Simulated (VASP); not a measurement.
# CdI2 (P-3m1) in VASP: notebook, part 2 of 2

VASP 6.6.1. The steps go on from the part before.

## (4) Single point, PBEsol (the distance across one plane changed)

Contents of INCAR:

```
SYSTEM = CdI2
ALGO = Normal
EDIFF = 1E-6
ENCUT = 500
GGA = PS
GGA_COMPAT = .False.
ISIF = 2
ISMEAR = 0
LASPH = .True.
LCHARG = .False.
LREAL = .False.
LWAVE = .False.
NBANDS = 35
NELM = 120
PREC = Accurate
SIGMA = 0.05
```

Contents of KPOINTS:

```
k-points
0
Gamma
  7 7 2
  0 0 0
```

Contents of POSCAR:

```
CdI2
1.0
   -4.2214347067      0.0000000000      0.0000000000
   -2.1107173534     -3.6558696964      0.0000000000
    0.0000000000      0.0000000000     14.1977823597
Cd I
2 4
Direct
    0.0000000000      1.0000000000      0.2455979041
    0.0000000000      1.0000000000      0.7367937122
    0.3333333333      0.3333333333      0.8567838822
    0.3333333333      0.3333333333      0.3655880741
    0.6666666667      0.6666666667      0.1256077340
    0.6666666667      0.6666666667      0.6168035422
```

Potentials or basis: VASP PAW PBE potentials, release 64 (Cd, I).

Run with:

```bash
$ cat potpaw_PBE.64/Cd/POTCAR potpaw_PBE.64/I/POTCAR > POTCAR
$ mpirun -np 1 vasp_std > vasp.out
```

OUTCAR:

```text
SYSTEM = CdI2
   EDIFF = 1E-6
   ENCUT = 500
   GGA = PS
   ISIF = 2
   ISMEAR = 0
   LASPH = .True.
   LREAL = .False.
   NELM = 120
   PREC = Accurate

 ion  position               nearest neighbor table
   1  0.000  0.000  0.246-   4 2.97   4 2.97   4 2.97   5 2.97   5 2.97   5 2.97
   2  0.000  0.000  0.737-   6 2.97   3 2.97   6 2.97   3 2.97   6 2.97   3 2.97
   3  0.333  0.333  0.857-   2 2.97   2 2.97   2 2.97
   4  0.333  0.333  0.366-   1 2.97   1 2.97   1 2.97
   5  0.667  0.667  0.126-   1 2.97   1 2.97   1 2.97
   6  0.667  0.667  0.617-   2 2.97   2 2.97   2 2.97

  LATTYP: Found a hexagonal cell.
 ALAT       =     4.2214347067
 C/A-ratio  =     3.3632599687

  Lattice vectors:

 A1 = (   2.1107173534,   3.6558696964,   0.0000000000)
 A2 = (  -4.2214347067,   0.0000000000,   0.0000000000)
 A3 = (   0.0000000000,   0.0000000000,  14.1977823597)

Analysis of symmetry for initial positions (statically):
=====================================================================
 Subroutine PRICEL returns:
 Original cell was already a primitive cell.

 Routine SETGRP: Setting up the symmetry group for a
 hexagonal supercell.

 Subroutine GETGRP returns: Found 12 space group operations
 (whereof  6 operations were pure point group operations)
 out of a pool of 24 trial point group operations.

The static configuration has the point symmetry C_3v.
 The point group associated with its full space group is D_3d.

Analysis of symmetry for dynamics (positions and initial velocities):
=====================================================================
 Subroutine PRICEL returns:
 Original cell was already a primitive cell.

 Routine SETGRP: Setting up the symmetry group for a
 hexagonal supercell.

 Subroutine GETGRP returns: Found 12 space group operations
 (whereof  6 operations were pure point group operations)
 out of a pool of 24 trial point group operations.

The dynamic configuration has the point symmetry C_3v.
 The point group associated with its full space group is D_3d.

 Subroutine INISYM returns: Found 12 space group operations
 (whereof  6 operations are pure point group operations),
 and found     1 'primitive' translations

----------------------------------------------------------------------------------------

                                     Primitive cell

  volume of cell :     219.1146

  direct lattice vectors                    reciprocal lattice vectors
    -4.221434707  0.000000000  0.000000000    -0.236886289  0.136766362  0.000000000
    -2.110717353 -3.655869696  0.000000000     0.000000000 -0.273532725  0.000000000
     0.000000000  0.000000000 14.197782360     0.000000000  0.000000000  0.070433535

  length of vectors
     4.221434707  4.221434707 14.197782360     0.273532725  0.273532725  0.070433535

  position of ions in fractional coordinates (direct lattice)
     0.000000000  0.000000000  0.245597904
     0.000000000  0.000000000  0.736793712
     0.333333333  0.333333333  0.856783882
     0.333333333  0.333333333  0.365588074
     0.666666667  0.666666667  0.125607734
     0.666666667  0.666666667  0.616803542

[... 31 lines left out ...]
 ===========================================

 Found     16 irreducible k-points:

 Following reciprocal coordinates:
            Coordinates               Weight
  0.000000  0.000000  0.000000      1.000000
  0.142857  0.000000  0.000000      6.000000
  0.285714 -0.000000  0.000000      6.000000
  0.428571 -0.000000  0.000000      6.000000
  0.285714  0.142857  0.000000      6.000000
  0.428571  0.142857  0.000000     12.000000
[... 8 lines left out ...]
 -0.428571  0.142857  0.500000      6.000000
 -0.428571  0.285714  0.500000      6.000000
   k-points           NKPTS =     16   k-points in BZ     NKDIM =     16   number of bands    NBANDS=     35
   number of dos      NEDOS =    301   number of ions     NIONS =      6
   total plane-waves  NPLWV = 110592
   dimension x,y,z NGX =    32 NGY =   32 NGZ =  108
   dimension x,y,z NGXF=    64 NGYF=   64 NGZF=  216
   ions per type =               2   4
   NGX,Y,Z   is equivalent  to a cutoff of  12.60, 12.60, 12.65 a.u.
   NGXF,Y,Z  is equivalent  to a cutoff of  25.20, 25.20, 25.29 a.u.
 SYSTEM =  CdI2
   PREC   = accura    normal or accurate (medium, high low for compatibility)
   ISTART =      0    job   : 0-new  1-cont  2-samecut
   ICHARG =      2    charge: 1-file 2-atom 10-const
   ISPIN  =      1    spin polarized calculation?
   LNONCOLLINEAR =      F non collinear calculations
   LSORBIT =      F    spin-orbit coupling
   LASPH  =      T    aspherical Exc in radial PAW
   ENCUT  =  500.0 eV  36.75 Ry    6.06 a.u.   7.70  7.70 25.89*2*pi/ulx,y,z
   NELM   =    120;   NELMIN=  2; NELMDL= -5     # of ELM steps
   EDIFF  = 0.1E-05   stopping-criterion for ELM
   LREAL  =      F    real-space projection
   EDIFFG = 0.1E-04   stopping-criterion for IOM
   NSW    =      0    number of steps for IOM
   IBRION =     -1    ionic relax: 0-MD 1-quasi-New 2-CG
   NFREE  =      0    steps in history (QN), initial steepest desc. (CG)
   ISIF   =      2    stress and relaxation
   ISYM   =      2    0-nonsym 1-usesym 2-fastsym
   POTIM  = 0.5000    time-step for ionic-motion
   TEBEG  =    0.0;   TEEND  =   0.0 temperature during run
   PSTRESS=    0.0 pullay stress
   NELECT =      52.0000    total number of electrons
   NUPDOWN=      -1.0000    fix difference up-down
   EMIN   =  10.00;   EMAX   =-10.00  energy-range for DOS
   EFERMI =   0.00;   METHOD = LEGACY
   ISMEAR =     0;   SIGMA  =   0.05  broadening in eV -4-tet -1-fermi 0-gaus
   EFERMI_NEDOS =   21; number of points for ismear=-14 and -15
   IALGO  =     38    algorithm
   IMIX   =      4    mixing-type and parameters
     AMIX     =   0.40;   BMIX     =  1.00
     AMIX_MAG =   1.60;   BMIX_MAG =  1.00
  volume/ion in A,a.u.               =      36.52       246.44
  Fermi-wavevector in a.u.,A,eV,Ry     =   1.013566  1.915363 13.977493  1.027317
  Thomas-Fermi vector in A             =   2.146743
   LORBIT       =      0    0 simple, 1 ext, 2 COOP (PROOUT), +10 PAW based schemes
   GGA     = PS    functional components
   LHFCALC =     F    Hartree Fock is set to
   AEXX    =    0.0000 exact exchange contribution
   IVDW    =     0    specifies the selected vdW correction
   LEPSILON=     F    determine dielectric tensor
   LRPA    =     F    only Hartree local field effects (RPA)
 non-spin polarized calculation
 Gauss-broadening in eV      SIGMA  =   0.05
  energy-cutoff  :      500.00
  volume of cell :      219.11
 maximum number of plane-waves:      5644
   NGX = 15   NGY = 15   NGZ = 51

 number of electron      51.9999988 magnetization

 Free energy of the ion-electron system (eV)
  ---------------------------------------------------
  ext. energy  EPLUGINS =         0.00000000
  ---------------------------------------------------
  free energy    TOTEN  =       -12.75037516 eV

  energy without entropy =      -12.75037516  energy(sigma->0) =      -12.75037516

 E-fermi :   1.9807     XC(G=0):  -8.6002

 val. band max:        1.7215463502   @ k =   0.1429   0.0000   0.5000
 cond. band min:       4.1091884820   @ k =   0.4286  -0.0000   0.5000
 fundamental gap:      2.3876421318
 Fermi energy:         1.9806973756

 k-point     1 :       0.0000    0.0000    0.0000
  band No.  band energies     occupation
      1     -10.4622      2.00000
      2     -10.3498      2.00000
      3      -9.9377      2.00000
      4      -9.7908      2.00000
      5      -5.8537      2.00000
      6      -5.8537      2.00000
[... 597 lines left out ...]
     34       8.9426      0.00000
     35       9.1910      0.00000

------------------------ aborting loop because EDIFF is reached ----------------------------------------

  FORCE on cell =-STRESS in cart. coord.  units (eV):
  Direction    XX          YY          ZZ          XY          YZ          ZX
  --------------------------------------------------------------------------------------
  -------------------------------------------------------------------------------------
  Total        0.1691680      0.1691680      0.0823444      0.0000000      0.0000000      0.0000000
  in kB        1.2369650      1.2369650      0.6021063      0.0000000      0.0000000      0.0000000
  external PRESSURE =       1.0253454 kB  Pullay stress =       0.0000000 kB

 VOLUME and BASIS-vectors are now :
 -----------------------------------------------------------------------------
  energy-cutoff  :      500.00
  volume of cell :      219.11
      direct lattice vectors                 reciprocal lattice vectors
    -4.221434707  0.000000000  0.000000000    -0.236886289  0.136766362  0.000000000
    -2.110717353 -3.655869696  0.000000000     0.000000000 -0.273532725  0.000000000
     0.000000000  0.000000000 14.197782360     0.000000000  0.000000000  0.070433535

 POSITION                                       TOTAL-FORCE (eV/Angst)
 -----------------------------------------------------------------------------------
      0.00000      0.00000      3.48695        -0.000000      0.000000     -0.003928
      0.00000      0.00000     10.46084        -0.000000      0.000000      0.003928
     -2.11072     -1.21862     12.16443        -0.000000      0.000000      0.042717
     -2.11072     -1.21862      5.19054        -0.000000      0.000000      0.025392
     -4.22143     -2.43725      1.78335         0.000000     -0.000000     -0.042717
     -4.22143     -2.43725      8.75724         0.000000      0.000000     -0.025392
 -----------------------------------------------------------------------------------
    total drift:                               -0.000000     -0.000000     -0.000006

  FREE ENERGIE OF THE ION-ELECTRON SYSTEM (eV)
  ---------------------------------------------------
  free  energy   TOTEN  =       -12.7503751583 eV

  energy  without entropy=      -12.7503751583  energy(sigma->0) =      -12.75037516
```

stdout:

```text
POSCAR found type information on POSCAR CdI
 POSCAR found :  2 types and       6 ions
 scaLAPACK will be used
 -----------------------------------------------------------------------------
|                                                                             |
|                                                                             |
|     You enforced a specific xc type in the INCAR file but a different       |
|     I HOPE YOU KNOW WHAT YOU ARE DOING!                                     |
|                                                                             |
 -----------------------------------------------------------------------------

 LDA part: xc-table for (Slater+PW92), standard interpolation
 POSCAR, INCAR and KPOINTS ok, starting setup
 FFT: planning ... GRIDC
 FFT: planning ... GRID_SOFT
 FFT: planning ... GRID
 WAVECAR not read
 entering main loop
```

Run time: 2.1 min. Hardware: 1 thread of Intel Xeon 8259CL, shared host; peak memory 0.37 GiB.

What came out:

```
Free energy            : -12.7504 eV
Pressure               : 0.1 GPa
Largest force          : 0.043 eV/Å
Band gap on the k mesh : 2.39 eV
```

Forces on the atoms (eV/Å):
```
Cd   0.000  0.000 -0.004
Cd   0.000  0.000  0.004
I    0.000  0.000  0.043
I    0.000  0.000  0.025
I    0.000  0.000 -0.043
I    0.000  0.000 -0.025
```

Caveat: the cell differs from its parent crystal (the distance across one plane changed); the PAW data sets were made with another functional, which shifts forces and pressure a little; spin-orbit coupling is left out, which moves the levels of the heavy elements; this functional lacks dispersion, which binds layers or chains, so the pressure and a relaxed spacing across them are unreliable. A k mesh can miss the band edges.

## (5) Summary

```tsv
cell	gap on the mesh (eV)	pressure (GPa)	largest force (eV/Å)
a = 4.221, b = 4.221, c = 13.648 Å, angles 90.0, 90.0, 60.0°, 6 atoms	2.34	0.3	0.04
a = 4.221, b = 4.221, c = 13.798 Å, angles 90.0, 90.0, 60.0°, 6 atoms	2.35	0.2	0.03
a = 4.221, b = 4.221, c = 14.198 Å, angles 90.0, 90.0, 60.0°, 6 atoms	2.39	0.1	0.04
```

Alike in all rows: task single point; level PBEsol; potentials or basis VASP PAW PBE potentials, release 64 (Cd, I); no spin polarisation; k mesh 7 × 7 × 2; cutoff (eV) 500; smearing gaussian 0.05 eV.

Caveats: the PAW data sets were made with another functional, which shifts forces and pressure a little; spin-orbit coupling is left out, which moves the levels of the heavy elements; this functional lacks dispersion, which binds layers or chains, so the pressure and a relaxed spacing across them are unreliable.

Absolute energies hang on the potentials; compare differences alone.
